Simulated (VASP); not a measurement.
Set up this calculation in VASP 6.6.1, as the native input.

```yaml
Task: single point
Functional: revPBE
Potentials_or_basis: VASP PAW PBE potentials, release 64 (Sb, Ga_d)
Cutoff: 520 eV
k_mesh: 6 × 6 × 6
Occupations: fermi-dirac, width 0.05 eV
Spin: no spin polarisation
Dipole_correction: no
Further_INCAR_settings: ALGO = Normal; EDIFF = 1e-06; NBANDS = 22
```

The structure of GaSb3 lies in POSCAR:

```
GaSb3
1.0
    0.0000000000      3.7414120762      3.7414120762
    3.7414120762      0.0000000000      3.7414120762
    3.7414120762      3.7414120762      0.0000000000
Sb Ga
3 1
Direct
    0.5000000000      0.5000000000      0.5000000000
    0.7500000000      0.7500000000      0.7500000000
    0.2500000000      0.2500000000      0.2500000000
    0.0000000000      0.0000000000      0.0000000000
```

These files were run (other wordings do the same):

INCAR

```
SYSTEM = GaSb3
PREC     = Accurate       ! precision mode
ENCUT    = 520            ! plane-wave cutoff, eV
EDIFF    = 1E-6           ! SCF threshold, eV
ISMEAR   = -1             ! smearing method
SIGMA    = 0.05           ! smearing width, eV
LREAL    = .False.        ! projectors in reciprocal space
LASPH    = .True.         ! aspherical terms in the spheres
NELM     = 100            ! most SCF steps
ALGO     = Normal         ! electronic algorithm
ISIF     = 2              ! what is computed and relaxed
LWAVE    = .False.        ! write WAVECAR
LCHARG   = .False.        ! write CHGCAR
GGA      = RE             ! functional
NBANDS   = 22             ! bands
```

KPOINTS

```
Automatic mesh
0
Gamma
  6 6 6
  0 0 0
```

Potentials or basis: VASP PAW PBE potentials, release 64 (Sb, Ga_d).

Run with:

```sh
$ cat potpaw_PBE.64/Sb/POTCAR potpaw_PBE.64/Ga_d/POTCAR > POTCAR
$ mpirun -np 1 vasp_std > vasp.out
```

It gave:

```yaml
Pressure: -0.1 GPa
Band_gap_on_the_k_mesh: zero (band 14 reaches 8.69 eV, above the bottom of band 15 at 5.07 eV)
```

Caveat: the PAW data sets were made with another functional, which shifts forces and pressure a little; spin-orbit coupling is left out, which moves the levels of the heavy elements.

Run time: 23 s on 1 thread of Intel(R) Xeon(R) 6975P-C (Granite Rapids), with other jobs on the host, peak memory 0.24 GiB.
